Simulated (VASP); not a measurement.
Set up this calculation in VASP 6.6.1, as the native input.

```yaml
Task: single point
Functional: PBEsol
Potentials_or_basis: VASP PAW PBE potentials, release 64 (Hf_pv, O)
Cutoff: 520 eV
k_mesh: 8 × 8 × 8
Occupations: gaussian, width 0.05 eV
Spin: no spin polarisation
Dipole_correction: no
Further_INCAR_settings: ALGO = Normal; EDIFF = 1e-06; NBANDS = 18
```

The structure of HfO2 lies in POSCAR:

```
HfO2
1.0
    0.0000000000      2.4964775296      2.5216944743
    2.4712605848      0.0000000000      2.5216944743
    2.4712605848      2.4964775296      0.0000000000
Hf O
1 2
Direct
    0.0000000000      0.0000000000      0.0000000000
    0.2500000000      0.2500000000      0.2500000000
    0.7500000000      0.7500000000      0.7500000000
```

This cell differs from its parent crystal: normal strain along x -0.0200, normal strain along y -0.0100.

One way to write it, as run:

INCAR

```
SYSTEM = HfO2
PREC = Accurate
ENCUT = 520
EDIFF = 1E-6
ISMEAR = 0
SIGMA = 0.05
LREAL = .FALSE.
LASPH = .TRUE.
NELM = 100
ALGO = Normal
ISIF = 2
LWAVE = .FALSE.
LCHARG = .FALSE.
GGA = PS
NBANDS = 18
```

KPOINTS

```
regular mesh
0
G
  8 8 8
  0 0 0
```

Potentials or basis: VASP PAW PBE potentials, release 64 (Hf_pv, O).

Command:

```bash
$ cat potpaw_PBE.64/Hf_pv/POTCAR potpaw_PBE.64/O/POTCAR > POTCAR
$ mpirun -np 1 vasp_std > vasp.out
```

It gave:

- Pressure: 4.6 GPa
- Band gap on the k mesh: 3.65 eV (least direct gap 3.66 eV)

Caveat: the cell differs from its parent crystal (normal strain along x -0.0200, normal strain along y -0.0100); the cell stands under pressure; the PAW data sets were made with another functional, which shifts forces and pressure a little; spin-orbit coupling is left out, which moves the levels of the heavy elements.

It took 87 s on 1 thread of Intel Xeon 8259CL (shared host), peak memory 0.2 GiB.
